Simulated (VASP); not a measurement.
# AlGa3N4 (P-43m) in VASP: further runs, part 2 of 2

VASP 6.6.1. Earlier steps stand in the parts before.

### 3 Single point, PBEsol

This run uses another cell than the first one: it holds 32 atoms, not 8.

Contents of INCAR:

```
PREC = Accurate ; ENCUT = 520
EDIFF = 1E-6 ; ISMEAR = 0
SIGMA = 0.01 ; LREAL = Auto
LASPH = True ; NELM = 60
ALGO = Normal ; ISIF = 2
LWAVE = False ; LCHARG = False
GGA = PS ; NBANDS = 146
```

Contents of KPOINTS:

```
Automatic mesh
0
Gamma
  2 2 2
  0.5 0.5 0.5
```

Contents of POSCAR:

```
AlGa3N4
1.0
   -4.4676279360      4.4676279360      4.4676279360
    4.4676279360     -4.4676279360      4.4676279360
    4.4676279360      4.4676279360     -4.4676279360
Al Ga N
4 12 16
Direct
    0.5000000000      0.0000000000      0.5000000000
    0.0000000000      0.5000000000      0.5000000000
    0.0000000000      0.0000000000      0.0000000000
    0.5000000000      0.5000000000      0.0000000000
    0.7500000000      0.7500000000      0.5000000000
    0.2500000000      0.2500000000      0.5000000000
    0.2500000000      0.7500000000      0.0000000000
    0.7500000000      0.2500000000      0.0000000000
    0.2500000000      0.5000000000      0.2500000000
    0.7500000000      0.0000000000      0.2500000000
    0.7500000000      0.5000000000      0.7500000000
    0.2500000000      0.0000000000      0.7500000000
    0.5000000000      0.7500000000      0.7500000000
    0.0000000000      0.2500000000      0.7500000000
    0.0000000000      0.7500000000      0.2500000000
    0.5000000000      0.2500000000      0.2500000000
    0.5000000000      0.5000000000      0.7550309208
    0.0000000000      0.0000000000      0.7550309208
    1.0000000000      0.5000000000      0.2550309208
    0.5000000000      1.0000000000      0.2550309208
    0.5000000000      0.7550309208      0.5000000000
    1.0000000000      0.2550309208      0.5000000000
    0.0000000000      0.7550309208      0.0000000000
    0.5000000000      0.2550309208      1.0000000000
    0.7550309208      0.5000000000      0.5000000000
    0.2550309208      1.0000000000      0.5000000000
    0.2550309208      0.5000000000      1.0000000000
    0.7550309208      0.0000000000      0.0000000000
    0.2449690792      0.2449690792      0.2449690792
    0.7449690792      0.7449690792      0.2449690792
    0.7449690792      0.2449690792      0.7449690792
    0.2449690792      0.7449690792      0.7449690792
```

Potentials or basis: VASP PAW PBE potentials, release 64 (Al, Ga_d, N).

The run is started by

```bash
cat potpaw_PBE.64/Al/POTCAR potpaw_PBE.64/Ga_d/POTCAR potpaw_PBE.64/N/POTCAR > POTCAR
mpirun -np 1 vasp_std > vasp.out
```

OUTCAR:

```text
PREC = Accurate
   ENCUT = 520
   EDIFF = 1E-6
   ISMEAR = 0
   LREAL = Auto
   LASPH = True
   NELM = 60
   ISIF = 2
   GGA = PS

 ion  position               nearest neighbor table
   1  0.500  0.000  0.500-  20 1.90  21 1.90  26 1.90  31 1.90
   2  0.000  0.500  0.500-  19 1.90  22 1.90  25 1.90  32 1.90
   3  0.000  0.000  0.000-  18 1.90  23 1.90  28 1.90  29 1.90
   4  0.500  0.500  0.000-  17 1.90  24 1.90  27 1.90  30 1.90
   5  0.750  0.750  0.500-  18 1.95  21 1.95  25 1.95  30 1.95
   6  0.250  0.250  0.500-  17 1.95  22 1.95  26 1.95  29 1.95
[... 24 lines left out ...]
  31  0.745  0.245  0.745-   1 1.90   8 1.95  11 1.95  14 1.95
  32  0.245  0.745  0.745-   2 1.90   7 1.95  12 1.95  13 1.95

  LATTYP: Found a body centered cubic cell.
 ALAT       =     8.9352558720

  Lattice vectors:

 A1 = (  -4.4676279360,   4.4676279360,   4.4676279360)
 A2 = (   4.4676279360,  -4.4676279360,   4.4676279360)
 A3 = (   4.4676279360,   4.4676279360,  -4.4676279360)

Analysis of symmetry for initial positions (statically):
=====================================================================
 Subroutine PRICEL returns following result:

  LATTYP: Found a simple cubic cell.
 ALAT       =     4.4676279360

  Lattice vectors:

 A1 = (   0.0000000000,   4.4676279360,   0.0000000000)
 A2 = (   4.4676279360,   0.0000000000,   0.0000000000)
 A3 = (   0.0000000000,   0.0000000000,  -4.4676279360)

   4 primitive cells build up your supercell.

 Routine SETGRP: Setting up the symmetry group for a
 body centered cubic supercell.

 Subroutine GETGRP returns: Found 24 space group operations
 (whereof 24 operations were pure point group operations)
 out of a pool of 48 trial point group operations.

The static configuration has the point symmetry T_d .

Analysis of symmetry for dynamics (positions and initial velocities):
=====================================================================
 Subroutine PRICEL returns following result:

  LATTYP: Found a simple cubic cell.
 ALAT       =     4.4676279360

  Lattice vectors:

 A1 = (   0.0000000000,   4.4676279360,   0.0000000000)
 A2 = (   4.4676279360,   0.0000000000,   0.0000000000)
 A3 = (   0.0000000000,   0.0000000000,  -4.4676279360)

   4 primitive cells build up your supercell.

 Routine SETGRP: Setting up the symmetry group for a
 body centered cubic supercell.

 Subroutine GETGRP returns: Found 24 space group operations
 (whereof 24 operations were pure point group operations)
 out of a pool of 48 trial point group operations.

The dynamic configuration has the point symmetry T_d .

 Subroutine INISYM returns: Found 24 space group operations
 (whereof 24 operations are pure point group operations),
 and found     4 'primitive' translations

----------------------------------------------------------------------------------------

                                     Primitive cell

  volume of cell :      89.1725

  direct lattice vectors                    reciprocal lattice vectors
[... 57 lines left out ...]
 -0.250000  0.250000  0.250000      6.000000
   k-points           NKPTS =      2   k-points in BZ     NKDIM =      2   number of bands    NBANDS=    146
   number of dos      NEDOS =    301   number of ions     NIONS =     32
   total plane-waves  NPLWV = 216000
   dimension x,y,z NGX =    60 NGY =   60 NGZ =   60
   dimension x,y,z NGXF=   120 NGYF=  120 NGZF=  120
   ions per type =               4  12  16
   NGX,Y,Z   is equivalent  to a cutoff of  12.89, 12.89, 12.89 a.u.
   NGXF,Y,Z  is equivalent  to a cutoff of  25.78, 25.78, 25.78 a.u.
 SYSTEM =  unknown system
   PREC   = accura    normal or accurate (medium, high low for compatibility)
   ISTART =      0    job   : 0-new  1-cont  2-samecut
   ICHARG =      2    charge: 1-file 2-atom 10-const
   ISPIN  =      1    spin polarized calculation?
   LNONCOLLINEAR =      F non collinear calculations
   LSORBIT =      F    spin-orbit coupling
   LASPH  =      T    aspherical Exc in radial PAW
   ENCUT  =  520.0 eV  38.22 Ry    6.18 a.u.  14.39 14.39 14.39*2*pi/ulx,y,z
   NELM   =     60;   NELMIN=  2; NELMDL= -5     # of ELM steps
   EDIFF  = 0.1E-05   stopping-criterion for ELM
   LREAL  =      T    real-space projection
   EDIFFG = 0.1E-04   stopping-criterion for IOM
   NSW    =      0    number of steps for IOM
   IBRION =     -1    ionic relax: 0-MD 1-quasi-New 2-CG
   NFREE  =      0    steps in history (QN), initial steepest desc. (CG)
   ISIF   =      2    stress and relaxation
   ISYM   =      2    0-nonsym 1-usesym 2-fastsym
   POTIM  = 0.5000    time-step for ionic-motion
   TEBEG  =    0.0;   TEEND  =   0.0 temperature during run
   PSTRESS=    0.0 pullay stress
   NELECT =     248.0000    total number of electrons
   NUPDOWN=      -1.0000    fix difference up-down
   EMIN   =  10.00;   EMAX   =-10.00  energy-range for DOS
   EFERMI =   0.00;   METHOD = LEGACY
   ISMEAR =     0;   SIGMA  =   0.01  broadening in eV -4-tet -1-fermi 0-gaus
   EFERMI_NEDOS =   21; number of points for ismear=-14 and -15
   IALGO  =     38    algorithm
   IMIX   =      4    mixing-type and parameters
     AMIX     =   0.40;   BMIX     =  1.00
     AMIX_MAG =   1.60;   BMIX_MAG =  1.00
  volume/ion in A,a.u.               =      11.15        75.22
  Fermi-wavevector in a.u.,A,eV,Ry     =   1.450313  2.740694 28.618599  2.103408
  Thomas-Fermi vector in A             =   2.567939
   LORBIT       =      0    0 simple, 1 ext, 2 COOP (PROOUT), +10 PAW based schemes
   GGA     = PS    functional components
   LHFCALC =     F    Hartree Fock is set to
   AEXX    =    0.0000 exact exchange contribution
   IVDW    =     0    specifies the selected vdW correction
   LEPSILON=     F    determine dielectric tensor
   LRPA    =     F    only Hartree local field effects (RPA)
 non-spin polarized calculation
 Gauss-broadening in eV      SIGMA  =   0.01
  energy-cutoff  :      520.00
  volume of cell :      356.69
 maximum number of plane-waves:      9604
 NGX is ok and might be reduce to    60

 number of electron     247.9999880 magnetization

 Free energy of the ion-electron system (eV)
  ---------------------------------------------------
  ext. energy  EPLUGINS =         0.00000000
  ---------------------------------------------------
  free energy    TOTEN  =      -219.89532248 eV

  energy without entropy =     -219.89532248  energy(sigma->0) =     -219.89532248

 E-fermi :   4.9650     XC(G=0): -11.7433

 val. band max:        4.9062314316   @ k =  -0.2500   0.2500   0.2500
 cond. band min:       8.9626553448   @ k =  -0.2500   0.2500   0.2500
 fundamental gap:      4.0564239132
 Fermi energy:         4.9649776224

 k-point     1 :       0.2500    0.2500    0.2500
  band No.  band energies     occupation
      1      -9.7531      2.00000
      2      -9.7531      2.00000
      3      -9.7531      2.00000
      4      -9.7531      2.00000
      5      -9.1988      2.00000
      6      -9.1988      2.00000
[... 128 lines left out ...]
    135      10.7279      0.00000
    136      10.7279      0.00000

 k-point     2 :      -0.2500    0.2500    0.2500
  band No.  band energies     occupation
      1     -10.1243      2.00000
      2      -9.5353      2.00000
      3      -9.5353      2.00000
      4      -9.4042      2.00000
      5      -9.3936      2.00000
      6      -9.3936      2.00000
[... 128 lines left out ...]
    135      11.1353      0.00000
    136      11.7687      0.00000
 [bands above 136 left out]

------------------------ aborting loop because EDIFF is reached ----------------------------------------

  FORCE on cell =-STRESS in cart. coord.  units (eV):
  Direction    XX          YY          ZZ          XY          YZ          ZX
  --------------------------------------------------------------------------------------
  -------------------------------------------------------------------------------------
  Total       -0.2509430     -0.2509430     -0.2509430     -0.0000000      0.0000000     -0.0000000
  in kB       -1.1271836     -1.1271836     -1.1271836     -0.0000000      0.0000000     -0.0000000
  external PRESSURE =      -1.1271836 kB  Pullay stress =       0.0000000 kB

 VOLUME and BASIS-vectors are now :
 -----------------------------------------------------------------------------
  energy-cutoff  :      520.00
  volume of cell :      356.69
      direct lattice vectors                 reciprocal lattice vectors
    -4.467627936  4.467627936  4.467627936     0.000000000  0.111916213  0.111916213
     4.467627936 -4.467627936  4.467627936     0.111916213  0.000000000  0.111916213
     4.467627936  4.467627936 -4.467627936     0.111916213  0.111916213  0.000000000

 POSITION                                       TOTAL-FORCE (eV/Angst)
 -----------------------------------------------------------------------------------
      0.00000      4.46763      0.00000        -0.000000      0.000000     -0.000000
      4.46763      0.00000      0.00000        -0.000000      0.000000     -0.000000
      0.00000      0.00000      0.00000        -0.000000      0.000000     -0.000000
      0.00000      0.00000      4.46763        -0.000000      0.000000     -0.000000
      2.23381      2.23381      4.46763        -0.000000      0.000000     -0.000000
      2.23381      2.23381      0.00000        -0.000000      0.000000     -0.000000
[... 24 lines left out ...]
      1.09443      5.56206      1.09443         0.008808      0.008808      0.008808
      5.56206      1.09443      1.09443         0.008808      0.008808      0.008808
 -----------------------------------------------------------------------------------
    total drift:                               -0.000140     -0.000140     -0.000170

  FREE ENERGIE OF THE ION-ELECTRON SYSTEM (eV)
  ---------------------------------------------------
  free  energy   TOTEN  =      -219.8953224788 eV

  energy  without entropy=     -219.8953224788  energy(sigma->0) =     -219.89532248
```

It took 11 min on 1 thread of Intel Xeon 8259CL, shared host; peak memory 0.52 GiB.

What came out:

```yaml
Free_energy: -219.8953 eV
Pressure: -0.1 GPa
Largest_force: 0.015 eV/Å
Band_gap_on_the_k_mesh: 4.06 eV
```

Forces on the atoms (eV/Å):
```
Al   0.000  0.000  0.000
Al   0.000  0.000  0.000
Al   0.000  0.000  0.000
Al   0.000  0.000  0.000
Ga   0.000  0.000  0.000
Ga   0.000  0.000  0.000
Ga   0.000  0.000  0.000
Ga   0.000  0.000  0.000
Ga   0.000  0.000  0.000
Ga   0.000  0.000  0.000
Ga   0.000  0.000  0.000
Ga   0.000  0.000  0.000
Ga   0.000  0.000  0.000
Ga   0.000  0.000  0.000
Ga   0.000  0.000  0.000
Ga   0.000  0.000  0.000
N   -0.009 -0.009  0.009
N   -0.009 -0.009  0.009
N   -0.009 -0.009  0.009
N   -0.009 -0.009  0.009
N   -0.009  0.009 -0.009
N   -0.009  0.009 -0.009
N   -0.009  0.009 -0.009
N   -0.009  0.009 -0.009
N    0.009 -0.009 -0.009
N    0.009 -0.009 -0.009
N    0.009 -0.009 -0.009
N    0.009 -0.009 -0.009
N    0.009  0.009  0.009
N    0.009  0.009  0.009
N    0.009  0.009  0.009
N    0.009  0.009  0.009
```

Caveat: the PAW data sets were made with another functional, which shifts forces and pressure a little; a shifted mesh leaves out Γ, where band edges can lie. A k mesh can miss the band edges.
